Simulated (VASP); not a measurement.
# Ag (Fm-3m) in VASP: further runs

Ag is run at these levels: LDA; tasks: single point, relaxation of cell and atoms.

All numbers are computed with VASP 6.6.1; they aren't measurements. Logs are shortened: lines on timing, memory, paths and dates and some standing lists are left out, and cuts for length are marked.

## 1. The cell of the first run

It takes space group Fm-3m (No. 225, cubic). Conventional cell: a = 4.000 Å, b = 4.000 Å, c = 4.000 Å, α = 90.00°, β = 90.00°, γ = 90.00°. Within 3.7 Å of Ag (site symmetry m-3m) lie 12 Ag at 2.83 Å.

## 2. Single point, LDA

The input, INCAR:

```
PREC     = Accurate       # precision mode
ENCUT    = 520            # plane-wave cutoff, eV
EDIFF    = 1E-7           # SCF threshold, eV
ISMEAR   = -1             # smearing method
SIGMA    = 0.1            # smearing width, eV
LREAL    = False          # projectors in reciprocal space
LASPH    = True           # aspherical terms in the spheres
NELM     = 60             # most SCF steps
ALGO     = Normal         # electronic algorithm
ISIF     = 2              # what is computed and relaxed
LWAVE    = False          # write WAVECAR
LCHARG   = True           # write CHGCAR
LELF     = True           # ELF
LVHAR    = True         
NBANDS   = 12             # bands
```

The input, KPOINTS:

```
Automatic mesh
0
Gamma
  9 9 9
```

The input, POSCAR:

```
Ag
1.0
    0.0000000000      1.9997745690      1.9997745690
    1.9997745690      0.0000000000      1.9997745690
    1.9997745690      1.9997745690      0.0000000000
Ag
1
Direct
    0.0000000000      0.0000000000      0.0000000000
```

Potentials or basis: VASP PAW LDA potentials, release 64 (Ag).

Run with:

```sh
> cat potpaw_LDA.64/Ag/POTCAR > POTCAR
> mpirun -np 1 vasp_std > vasp.out
```

OUTCAR:

```text
PREC = Accurate
   ENCUT = 520
   EDIFF = 1E-7
   ISMEAR = -1
   LREAL = False
   LASPH = True
   NELM = 60
   ISIF = 2

 ion  position               nearest neighbor table
   1  0.000  0.000  0.000-

  LATTYP: Found a face centered cubic cell.
 ALAT       =     3.9995491380

  Lattice vectors:

 A1 = (   0.0000000000,   1.9997745690,   1.9997745690)
 A2 = (   1.9997745690,   0.0000000000,   1.9997745690)
 A3 = (   1.9997745690,   1.9997745690,   0.0000000000)

Analysis of symmetry for initial positions (statically):
=====================================================================
 Subroutine PRICEL returns:
 Original cell was already a primitive cell.

 Routine SETGRP: Setting up the symmetry group for a
 face centered cubic supercell.

 Subroutine GETGRP returns: Found 48 space group operations
 (whereof 48 operations were pure point group operations)
 out of a pool of 48 trial point group operations.

The static configuration has the point symmetry O_h .

Analysis of symmetry for dynamics (positions and initial velocities):
=====================================================================
 Subroutine PRICEL returns:
 Original cell was already a primitive cell.

 Routine SETGRP: Setting up the symmetry group for a
 face centered cubic supercell.

 Subroutine GETGRP returns: Found 48 space group operations
 (whereof 48 operations were pure point group operations)
 out of a pool of 48 trial point group operations.

The dynamic configuration has the point symmetry O_h .

 Subroutine INISYM returns: Found 48 space group operations
 (whereof 48 operations are pure point group operations),
 and found     1 'primitive' translations

----------------------------------------------------------------------------------------

                                     Primitive cell

  volume of cell :      15.9946

  direct lattice vectors                    reciprocal lattice vectors
     0.000000000  1.999774569  1.999774569    -0.250028182  0.250028182  0.250028182
     1.999774569  0.000000000  1.999774569     0.250028182 -0.250028182  0.250028182
     1.999774569  1.999774569  0.000000000     0.250028182  0.250028182 -0.250028182

  length of vectors
     2.828108317  2.828108317  2.828108317     0.433061515  0.433061515  0.433061515

  position of ions in fractional coordinates (direct lattice)
     0.000000000  0.000000000  0.000000000

  ion indices of the primitive-cell ions
   primitive index   ion index
                 1           1

----------------------------------------------------------------------------------------

 KPOINTS: Automatic mesh

Automatic generation of k-mesh.
 Grid dimensions read from file:
 generate k-points for:    9    9    9

 Generating k-lattice:

  Cartesian coordinates                     Fractional coordinates (reciprocal lattice)
    -0.027780909  0.027780909  0.027780909     0.111111111  0.000000000  0.000000000
     0.027780909 -0.027780909  0.027780909     0.000000000  0.111111111  0.000000000
     0.027780909  0.027780909 -0.027780909     0.000000000  0.000000000  0.111111111

  Length of vectors
     0.048117946  0.048117946  0.048117946

  Shift w.r.t. Gamma in fractional coordinates (k-lattice)
     0.000000000  0.000000000  0.000000000

 Subroutine IBZKPT returns following result:
 ===========================================

 Found     35 irreducible k-points:

 Following reciprocal coordinates:
            Coordinates               Weight
  0.000000  0.000000  0.000000      1.000000
  0.111111  0.000000  0.000000      8.000000
  0.222222  0.000000  0.000000      8.000000
  0.333333  0.000000  0.000000      8.000000
  0.444444  0.000000  0.000000      8.000000
  0.111111  0.111111  0.000000      6.000000
[... 16 lines left out ...]
 -0.333333  0.333333  0.000000     12.000000
  0.444444  0.444444  0.000000      6.000000
 [... further k-points ...]
   k-points           NKPTS =     35   k-points in BZ     NKDIM =     35   number of bands    NBANDS=     12
   number of dos      NEDOS =    301   number of ions     NIONS =      1
   total plane-waves  NPLWV =  13824
   dimension x,y,z NGX =    24 NGY =   24 NGZ =   24
   dimension x,y,z NGXF=    48 NGYF=   48 NGZF=   48
   ions per type =               1
   NGX,Y,Z   is equivalent  to a cutoff of  14.11, 14.11, 14.11 a.u.
   NGXF,Y,Z  is equivalent  to a cutoff of  28.22, 28.22, 28.22 a.u.
 SYSTEM =  unknown system
   PREC   = accura    normal or accurate (medium, high low for compatibility)
   ISTART =      0    job   : 0-new  1-cont  2-samecut
   ICHARG =      2    charge: 1-file 2-atom 10-const
   ISPIN  =      1    spin polarized calculation?
   LNONCOLLINEAR =      F non collinear calculations
   LSORBIT =      F    spin-orbit coupling
   LASPH  =      T    aspherical Exc in radial PAW
   ENCUT  =  520.0 eV  38.22 Ry    6.18 a.u.   5.26  5.26  5.26*2*pi/ulx,y,z
   NELM   =     60;   NELMIN=  2; NELMDL= -5     # of ELM steps
   EDIFF  = 0.1E-06   stopping-criterion for ELM
   LREAL  =      F    real-space projection
   EDIFFG = 0.1E-05   stopping-criterion for IOM
   NSW    =      0    number of steps for IOM
   IBRION =     -1    ionic relax: 0-MD 1-quasi-New 2-CG
   NFREE  =      0    steps in history (QN), initial steepest desc. (CG)
   ISIF   =      2    stress and relaxation
   ISYM   =      2    0-nonsym 1-usesym 2-fastsym
   POTIM  = 0.5000    time-step for ionic-motion
   TEBEG  =    0.0;   TEEND  =   0.0 temperature during run
   PSTRESS=    0.0 pullay stress
   NELECT =      11.0000    total number of electrons
   NUPDOWN=      -1.0000    fix difference up-down
   EMIN   =  10.00;   EMAX   =-10.00  energy-range for DOS
   EFERMI =   0.00;   METHOD = LEGACY
   ISMEAR =    -1;   SIGMA  =   0.10  broadening in eV -4-tet -1-fermi 0-gaus
   EFERMI_NEDOS =   21; number of points for ismear=-14 and -15
   IALGO  =     38    algorithm
   IMIX   =      4    mixing-type and parameters
     AMIX     =   0.40;   BMIX     =  1.00
     AMIX_MAG =   1.60;   BMIX_MAG =  1.00
  volume/ion in A,a.u.               =      15.99       107.94
  Fermi-wavevector in a.u.,A,eV,Ry     =   1.445045  2.730739 28.411072  2.088155
  Thomas-Fermi vector in A             =   2.563271
   LORBIT       =      0    0 simple, 1 ext, 2 COOP (PROOUT), +10 PAW based schemes
   GGA     = CA    functional components
   LHFCALC =     F    Hartree Fock is set to
   AEXX    =    0.0000 exact exchange contribution
   IVDW    =     0    specifies the selected vdW correction
   LEPSILON=     F    determine dielectric tensor
   LRPA    =     F    only Hartree local field effects (RPA)
 non-spin polarized calculation
  energy-cutoff  :      520.00
  volume of cell :       15.99
 maximum number of plane-waves:       440
 NGX is ok and might be reduce to    24
   NGX = 11   NGY = 11   NGZ = 11

 number of electron      11.0000002 magnetization

 Free energy of the ion-electron system (eV)
  ---------------------------------------------------
  ext. energy  EPLUGINS =         0.00000000
  ---------------------------------------------------
  free energy    TOTEN  =        -3.80413686 eV

  energy without entropy =       -3.80017275  energy(sigma->0) =       -3.80215481

 E-fermi :   9.2491     XC(G=0): -12.9628

 val. band max:        8.9546047719   @ k =   0.4444   0.3333   0.0000
 cond. band min:       9.4627255279   @ k =  -0.4444   0.1111   0.0000
 fundamental gap:      0.5081207560
 Fermi energy:         9.2491078754

 k-point     1 :       0.0000    0.0000    0.0000
  band No.  band energies     occupation
      1       0.7688      2.00000
      2       4.0622      2.00000
      3       4.0622      2.00000
      4       4.0622      2.00000
      5       5.2412      2.00000
      6       5.2412      2.00000
      7      25.2206      0.00000
      8      29.1048      0.00000
      9      29.1048      0.00000
     10      29.1048      0.00000
     11      34.2888      0.00000
     12      35.7242      0.00000

 k-point     2 :       0.1111    0.0000    0.0000
  band No.  band energies     occupation
      1       1.1657      2.00000
      2       3.9735      2.00000
      3       4.1713      2.00000
      4       4.1713      2.00000
      5       5.2043      2.00000
      6       5.2043      2.00000
      7      25.1701      0.00000
      8      26.8003      0.00000
      9      29.3358      0.00000
     10      29.3358      0.00000
     11      33.5741      0.00000
     12      35.0210      0.00000

 k-point     3 :       0.2222    0.0000    0.0000
  band No.  band energies     occupation
      1       2.0699      2.00000
      2       4.0615      2.00000
      3       4.2975      2.00000
      4       4.2975      2.00000
      5       5.2937      2.00000
      6       5.2937      2.00000
      7      21.7778      0.00000
      8      26.0786      0.00000
      9      29.5677      0.00000
     10      29.5677      0.00000
     11      32.4582      0.00000
     12      33.3335      0.00000
[... 286 lines left out ...]
 k-point    23 :      -0.3333    0.3333    0.0000
  band No.  band energies     occupation
      1       2.9704      2.00000
      2       3.6132      2.00000
      3       4.3019      2.00000
      4       5.1808      2.00000
      5       5.8172      2.00000
      6      12.3749      0.00000
      7      15.1547      0.00000
      8      16.9997      0.00000
      9      23.7881      0.00000
     10      26.3687      0.00000
     11      36.1481      0.00000
     12      36.2138      0.00000

 k-point    24 :       0.4444    0.4444    0.0000
  band No.  band energies     occupation
      1       2.2725      2.00000
      2       2.4222      2.00000
      3       6.0807      2.00000
      4       6.2788      2.00000
      5       6.2788      2.00000
      6       9.7842      0.00944
      7      17.2868      0.00000
      8      20.2126      0.00000
      9      20.2126      0.00000
     10      27.0733      0.00000
     11      27.1691      0.00000
     12      39.3008      0.00000

 [... further k-points ...]
[... 5 lines left out ...]
  --------------------------------------------------------------------------------------
  -------------------------------------------------------------------------------------
  Total        0.0141315      0.0141315      0.0141315      0.0000000      0.0000000     -0.0000000
  in kB        1.4155507      1.4155507      1.4155507      0.0000000      0.0000000     -0.0000000
  external PRESSURE =       1.4155507 kB  Pullay stress =       0.0000000 kB

 VOLUME and BASIS-vectors are now :
 -----------------------------------------------------------------------------
  energy-cutoff  :      520.00
  volume of cell :       15.99
      direct lattice vectors                 reciprocal lattice vectors
     0.000000000  1.999774569  1.999774569    -0.250028182  0.250028182  0.250028182
     1.999774569  0.000000000  1.999774569     0.250028182 -0.250028182  0.250028182
     1.999774569  1.999774569  0.000000000     0.250028182  0.250028182 -0.250028182

 POSITION                                       TOTAL-FORCE (eV/Angst)
 -----------------------------------------------------------------------------------
      0.00000      0.00000      0.00000         0.000000      0.000000      0.000000
 -----------------------------------------------------------------------------------
    total drift:                               -0.000000      0.000000     -0.000000

  FREE ENERGIE OF THE ION-ELECTRON SYSTEM (eV)
  ---------------------------------------------------
  free  energy   TOTEN  =        -3.8041368573 eV

  energy  without entropy=       -3.8001727545  energy(sigma->0) =       -3.80215481
```

It took 2.6 s on 1 thread of Intel Xeon 6975P-C (Granite Rapids), shared host; peak memory 0.13 GiB.

Results:

```
Free energy : -3.8041 eV
Pressure    : 0.1 GPa
```

Levels at points of the mesh, in eV from the Fermi level:
```
           k point  band 3  band 4  band 5  band 6  band 7  band 8  band 9  band 10
(0.00, 0.00, 0.00)   -5.19   -5.19   -4.01   -4.01   15.97   19.86   19.86    19.86
```

## 3. Relaxation of cell and atoms, LDA

This run uses another cell than the first one, of 17.05 Å³/atom, 1.066 times its volume.

The input, INCAR:

```
SYSTEM = Ag
PREC     = Accurate       ! precision mode
ENCUT    = 600            ! plane-wave cutoff, eV
EDIFF    = 1E-6           ! SCF threshold, eV
ISMEAR   = -1             ! smearing method
SIGMA    = 0.1            ! smearing width, eV
LREAL    = .False.        ! projectors in reciprocal space
LASPH    = .True.         ! aspherical terms in the spheres
NELM     = 100            ! most SCF steps
ALGO     = Normal         ! electronic algorithm
ISIF     = 3              ! what is computed and relaxed
LWAVE    = .False.        ! write WAVECAR
LCHARG   = .False.        ! write CHGCAR
GGA      = CA             ! functional
IBRION   = 2              ! ionic algorithm
NSW      = 80             ! ionic steps
EDIFFG   = -0.02          ! ionic threshold
```

The input, KPOINTS:

```
regular mesh
0
Gamma
  9 9 9
  0 0 0
```

The input, POSCAR:

```
Ag
1.0
    0.0000000000      2.0427500000      2.0427500000
    2.0427500000      0.0000000000      2.0427500000
    2.0427500000      2.0427500000      0.0000000000
Ag
1
Direct
    0.0000000000      0.0000000000      0.0000000000
```

Potentials or basis: VASP PAW LDA potentials, release 64 (Ag).

Run with:

```sh
> cat potpaw_LDA.64/Ag/POTCAR > POTCAR
> mpirun -np 1 vasp_std > vasp.out
```

It took 4.7 s on 1 thread of Intel Xeon 6975P-C (Granite Rapids), shared host; peak memory 0.13 GiB.

The run converged. Its results:

```
Free energy                            : -3.8044 eV
Relaxed volume                         : 16.02 Å³/atom
Relaxed cell                           : a = 2.830 Å, b = 2.830 Å, c = 2.830 Å, α = 60.00°, β = 60.00°, γ = 60.00°
Space group after relaxing (to 0.05 Å) : Fm-3m (No. 225)
Energy gained by relaxing              : 25.4 meV/atom
Ionic steps                            : 3
Pressure after relaxing                : -0.1 GPa
```

The path:
```csv
step,energy change (eV),largest force (eV/Å),pressure (GPa),volume (Å³)
1,0.0000,0.0000,-7.34,17.05
2,-0.0048,0.0000,8.56,15.19
3,-0.0254,0.0000,-0.07,16.02
```

Final structure:
```cif
data_structure
_symmetry_space_group_name_H-M 'P 1'
_symmetry_Int_Tables_number 1
_cell_length_a 2.8297
_cell_length_b 2.8297
_cell_length_c 2.8297
_cell_angle_alpha 60.000
_cell_angle_beta 60.000
_cell_angle_gamma 60.000
_cell_volume 16.02
loop_
_atom_site_label
_atom_site_type_symbol
_atom_site_fract_x
_atom_site_fract_y
_atom_site_fract_z
_atom_site_occupancy
Ag1 Ag 0.00000 0.00000 0.00000 1
```

Levels at points of the mesh, in eV from the Fermi level:
```tsv
k point	band 4	band 5	band 6	band 7	band 8	band 9
(0.00, 0.00, 0.00)	-5.18	-4.01	-4.01	15.97	19.84	19.84
```
